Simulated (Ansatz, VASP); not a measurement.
**Two plane-wave programs on Zn**

```
Zn
1.0
     2.62627    0.00000    0.00000
     0.00000    2.62627    0.00000
     0.00000    0.00000    2.62627
Zn
1
Direct
  0.00000 0.00000 0.00000
```

Alike in both runs: task single point; functional revPBE; k mesh 13 × 13 × 13; occupations fermi-dirac, width 0.1 eV; no spin polarisation.

```csv
,VASP,Ansatz
version,VASP 6.6.1,Ansatz 0.2.0
potentials or method,"VASP PAW PBE potentials, release 64 (Zn), cutoff 520 eV","plane waves (420 eV) with PAW, scalar-relativistic"
valence electrons in the cell,12,12
```

Ansatz gave:

| Quantity | Value |
| --- | --- |
| pressure (GPa) | 1.9 |

Q: What did VASP give for the same quantities?

A: Pressure (GPa): 2.2.

VASP's potentials were made for PBE, not for revPBE.
